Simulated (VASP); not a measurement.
# Al3GaN4 (P-42m) in VASP: a series of runs, part 2 of 2

VASP 6.6.1.

## (5) Single point, PBEsol (11.27 Å³/atom)

The input, INCAR:

```
PREC = Accurate
ENCUT = 520
EDIFF = 1E-6
ISMEAR = 0
SIGMA = 0.05
LREAL = F
LASPH = T
NELM = 80
ALGO = Normal
ISIF = 2
LWAVE = F
LCHARG = T
GGA = PS
LELF = T
LVHAR = T
NBANDS = 31
```

The input, KPOINTS:

```
regular mesh
0
Gamma
  6 6 6
```

The input, POSCAR:

```
Al3GaN4
1.0
    4.3063235187      0.0000000000      0.0000000000
    0.0000000000      4.3063235187      0.0000000000
    0.0000000000      0.0000000000      4.8618392526
Al Ga N
3 1 4
Direct
    0.5000000000      0.5000000000      0.0000000000
    0.5000000000      0.0000000000      0.5000000000
    0.0000000000      0.5000000000      0.5000000000
    0.0000000000      0.0000000000      0.0000000000
    0.7447140287      0.7447140287      0.2552859713
    0.7447140287      0.2552859713      0.7447140287
    0.2552859713      0.7447140287      0.7447140287
    0.2552859713      0.2552859713      0.2552859713
```

Potentials or basis: VASP PAW PBE potentials, release 64 (Al, Ga_d, N).

Run with:

```
> cat potpaw_PBE.64/Al/POTCAR potpaw_PBE.64/Ga_d/POTCAR potpaw_PBE.64/N/POTCAR > POTCAR
> mpirun -np 1 vasp_std > vasp.out
```

OUTCAR:

```text
PREC = Accurate
   ENCUT = 520
   EDIFF = 1E-6
   ISMEAR = 0
   LREAL = F
   LASPH = T
   NELM = 80
   ISIF = 2
   GGA = PS

 ion  position               nearest neighbor table
   1  0.500  0.500  0.000-   5 1.94   6 1.94   7 1.94   8 1.94   4 3.05   4 3.05   4 3.05   4 3.05
                             3 3.25   2 3.25   3 3.25   2 3.25   3 3.25   2 3.25   3 3.25   2 3.25
   2  0.500  0.000  0.500-   5 1.93   6 1.93   7 1.93   8 1.93   3 3.05   3 3.05   3 3.05   3 3.05
                             1 3.25   1 3.25   1 3.25   1 3.25
   3  0.000  0.500  0.500-   5 1.93   6 1.93   7 1.93   8 1.93   2 3.05   2 3.05   2 3.05   2 3.05
                             1 3.25   1 3.25   1 3.25   1 3.25
   4  0.000  0.000  0.000-   5 1.99   6 1.99   7 1.99   8 1.99   1 3.05   1 3.05   1 3.05   1 3.05

   5  0.745  0.745  0.255-   2 1.93   3 1.93   1 1.94   4 1.99
   6  0.745  0.255  0.745-   2 1.93   3 1.93   1 1.94   4 1.99
   7  0.255  0.745  0.745-   2 1.93   3 1.93   1 1.94   4 1.99
   8  0.255  0.255  0.255-   2 1.93   3 1.93   1 1.94   4 1.99

  LATTYP: Found a simple tetragonal cell.
 ALAT       =     4.3063235187
 C/A-ratio  =     1.1290000000

  Lattice vectors:

 A1 = (   4.3063235187,   0.0000000000,   0.0000000000)
[... 192 lines left out ...]
 cond. band min:       8.0877248537   @ k =   0.0000   0.0000   0.0000
 fundamental gap:      2.6543426316
 Fermi energy:         5.7290085452

 k-point     1 :       0.0000    0.0000    0.0000
  band No.  band energies     occupation
      1      -9.6692      2.00000
      2      -8.2397      2.00000
      3      -8.1498      2.00000
      4      -8.1498      2.00000
      5      -7.5924      2.00000
      6      -7.5349      2.00000
[... 805 lines left out ...]
     30      14.9201      0.00000
     31      15.2479      0.00000

 [... further k-points ...]
[... 5 lines left out ...]
  --------------------------------------------------------------------------------------
  -------------------------------------------------------------------------------------
  Total       -1.6138602     -1.6138602    -13.9029682      0.0000000      0.0000000      0.0000000
  in kB      -28.6789061    -28.6789061   -247.0610075      0.0000000      0.0000000      0.0000000
  external PRESSURE =    -101.4729399 kB  Pullay stress =       0.0000000 kB

 VOLUME and BASIS-vectors are now :
 -----------------------------------------------------------------------------
  energy-cutoff  :      520.00
  volume of cell :       90.16
      direct lattice vectors                 reciprocal lattice vectors
     4.306323519  0.000000000  0.000000000     0.232216645  0.000000000  0.000000000
     0.000000000  4.306323519  0.000000000     0.000000000  0.232216645  0.000000000
     0.000000000  0.000000000  4.861839253     0.000000000  0.000000000  0.205683477

 POSITION                                       TOTAL-FORCE (eV/Angst)
 -----------------------------------------------------------------------------------
      2.15316      2.15316      0.00000        -0.000000      0.000000      0.000000
      2.15316      0.00000      2.43092        -0.000000      0.000000     -0.000000
      0.00000      2.15316      2.43092        -0.000000      0.000000      0.000000
      0.00000      0.00000      0.00000        -0.000000      0.000000      0.000000
      3.20698      3.20698      1.24116        -0.036161     -0.036161     -0.084839
      3.20698      1.09934      3.62068        -0.036161      0.036161      0.084839
      1.09934      3.20698      3.62068         0.036161     -0.036161      0.084839
      1.09934      1.09934      1.24116         0.036161      0.036161     -0.084839
 -----------------------------------------------------------------------------------
    total drift:                               -0.000000     -0.000000     -0.000000

  FREE ENERGIE OF THE ION-ELECTRON SYSTEM (eV)
  ---------------------------------------------------
  free  energy   TOTEN  =       -59.3625247084 eV

  energy  without entropy=      -59.3625247084  energy(sigma->0) =      -59.36252471
```

OSZICAR:

```text
N       E                     dE             d eps       ncg     rms          rms(c)
DAV:   1     0.307970522554E+03    0.30797E+03   -0.19470E+04  2773   0.166E+03
DAV:   2    -0.221977349521E+02   -0.33017E+03   -0.30484E+03  2874   0.434E+02
DAV:   3    -0.656744985463E+02   -0.43477E+02   -0.42783E+02  2852   0.125E+02
DAV:   4    -0.675473548951E+02   -0.18729E+01   -0.18650E+01  3364   0.290E+01
DAV:   5    -0.675882134066E+02   -0.40859E-01   -0.40844E-01  2939   0.400E+00    0.156E+01
DAV:   6    -0.593756695121E+02    0.82125E+01   -0.26437E+01  3892   0.489E+01    0.542E+00
DAV:   7    -0.594475052758E+02   -0.71836E-01   -0.22310E+00  2887   0.979E+00    0.387E+00
DAV:   8    -0.593890165072E+02    0.58489E-01   -0.38786E-01  3383   0.480E+00    0.113E+00
DAV:   9    -0.593620725469E+02    0.26944E-01   -0.84438E-02  3667   0.344E+00    0.518E-01
DAV:  10    -0.593623653543E+02   -0.29281E-03   -0.14669E-02  3034   0.640E-01    0.183E-01
DAV:  11    -0.593625283945E+02   -0.16304E-03   -0.54589E-04  3938   0.171E-01    0.363E-02
DAV:  12    -0.593625262829E+02    0.21116E-05   -0.60228E-05  2985   0.493E-02    0.210E-02
DAV:  13    -0.593625247702E+02    0.15127E-05   -0.12322E-05  3791   0.500E-02    0.988E-03
DAV:  14    -0.593625247084E+02    0.61784E-07   -0.20408E-06  2283   0.129E-02
   1 F= -.59362525E+02 E0= -.59362525E+02  d E =-.345940E-18
```

It took 2.2 min on 1 thread of Intel Xeon 8259CL, shared host; peak memory 0.25 GiB.

What came out:

- Free energy: -59.3625 eV
- Pressure: -10.1 GPa
- Largest force: 0.099 eV/Å
- Band gap on the k mesh: 2.65 eV (least direct gap 2.70 eV)

Forces on the atoms (eV/Å):
```
Al   0.000  0.000  0.000
Al   0.000  0.000  0.000
Al   0.000  0.000  0.000
Ga   0.000  0.000  0.000
N   -0.036 -0.036 -0.085
N   -0.036  0.036  0.085
N    0.036 -0.036  0.085
N    0.036  0.036 -0.085
```

Caveat: the cell stands under tension; the PAW data sets were made with another functional, which shifts forces and pressure a little. A k mesh can miss the band edges.

## (6) Single point, PBEsol (11.27 Å³/atom)

The input, INCAR:

```
PREC     = Accurate       # precision mode
ENCUT    = 520            # plane-wave cutoff, eV
EDIFF    = 1E-7           # SCF threshold, eV
ISMEAR   = 0              # smearing method
SIGMA    = 0.05           # smearing width, eV
LREAL    = F              # projectors in reciprocal space
LASPH    = T              # aspherical terms in the spheres
NELM     = 80             # most SCF steps
ALGO     = Normal         # electronic algorithm
ISIF     = 2              # what is computed and relaxed
LWAVE    = F              # write WAVECAR
LCHARG   = T              # write CHGCAR
GGA      = PS             # functional
LELF     = T              # ELF
LVHAR    = T            
NBANDS   = 31             # bands
```

KPOINTS is that of step 5.

Edit POSCAR of step 5 so:

```diff
@@ -2,5 +2,5 @@
 1.0
-    4.3063235187      0.0000000000      0.0000000000
-    0.0000000000      4.3063235187      0.0000000000
-    0.0000000000      0.0000000000      4.8618392526
+    4.6691993829      0.0000000000      0.0000000000
+    0.0000000000      4.6691993829      0.0000000000
+    0.0000000000      0.0000000000      4.1355098934
 Al Ga N
```

Potentials or basis: VASP PAW PBE potentials, release 64 (Al, Ga_d, N).

Run with:

```
> cat potpaw_PBE.64/Al/POTCAR potpaw_PBE.64/Ga_d/POTCAR potpaw_PBE.64/N/POTCAR > POTCAR
> mpirun -np 1 vasp_std > vasp.out
```

Run time: 2.1 min. Hardware: 1 thread of Intel Xeon 8259CL, shared host; peak memory 0.25 GiB.

It converged, with:

```
Free energy            : -59.5172 eV
Pressure               : -10.3 GPa
Largest force          : 0.119 eV/Å
Band gap on the k mesh : 2.68 eV
```

Forces in eV/Å, atoms in the order of the input:
```
Al   0.000  0.000  0.000
Al   0.000  0.000  0.000
Al   0.000  0.000  0.000
Ga   0.000  0.000  0.000
N    0.055  0.055  0.090
N    0.055 -0.055 -0.090
N   -0.055  0.055 -0.090
N   -0.055 -0.055  0.090
```

Stress tensor (GPa, compression positive):
```
-14.26   0.00   0.00
  0.00 -14.26   0.00
  0.00   0.00  -2.50
```

Levels at points of the mesh, in eV from the valence-band top:
| k point | band 17 | band 18 | band 19 | band 20 | band 21 | band 22 | band 23 | band 24 | band 25 | band 26 |
| --- | --- | --- | --- | --- | --- | --- | --- | --- | --- | --- |
| (0.00, 0.00, 0.00) | -1.84 | -1.84 | -0.41 | -0.41 | 0.00 | 2.68 | 2.75 | 3.25 | 3.25 | 5.76 |
| (0.50, 0.00, 0.00) | -3.00 | -1.29 | -1.14 | -1.03 | -0.89 | 4.87 | 4.88 | 5.30 | 5.37 | 7.64 |
| (0.50, 0.50, 0.00) | -2.29 | -1.58 | -1.32 | -1.32 | -1.25 | 6.16 | 6.62 | 6.62 | 6.66 | 6.82 |
| (0.00, 0.00, 0.50) | -2.69 | -1.82 | -1.82 | -1.58 | -1.58 | 5.33 | 5.43 | 6.46 | 6.46 | 7.17 |
| (0.50, 0.00, 0.50) | -2.99 | -0.89 | -0.71 | -0.67 | -0.53 | 6.42 | 7.12 | 7.21 | 7.59 | 7.73 |
| (0.50, 0.50, 0.50) | -1.20 | -0.54 | -0.54 | -0.51 | -0.19 | 4.43 | 5.80 | 5.80 | 5.80 | 8.88 |

Caveat: the cell stands under tension; the PAW data sets were made with another functional, which shifts forces and pressure a little.

## (7) Summary

```tsv
cell	gap on the mesh (eV)	pressure (GPa)	largest force (eV/Å)
a = 4.765, b = 4.765, c = 3.972 Å, 8 atoms	2.50	-11.7	0.17
a = 4.394, b = 4.394, c = 4.669 Å, 8 atoms	2.88	-9.5	0.05
a = 4.576, b = 4.576, c = 4.306 Å, 8 atoms	2.85	-9.6	0.06
a = 4.306, b = 4.306, c = 4.862 Å, 8 atoms	2.65	-10.1	0.10
a = 4.669, b = 4.669, c = 4.136 Å, 8 atoms	2.68	-10.3	0.12
```

Alike in all rows: task single point; level PBEsol; potentials or basis VASP PAW PBE potentials, release 64 (Al, Ga_d, N); no spin polarisation; k mesh 6 × 6 × 6; cutoff (eV) 520; smearing gaussian 0.05 eV.

Caveats: the cell stands under tension; the PAW data sets were made with another functional, which shifts forces and pressure a little.

Total energies depend on the potentials used, so only differences within one code and one set of settings carry meaning.
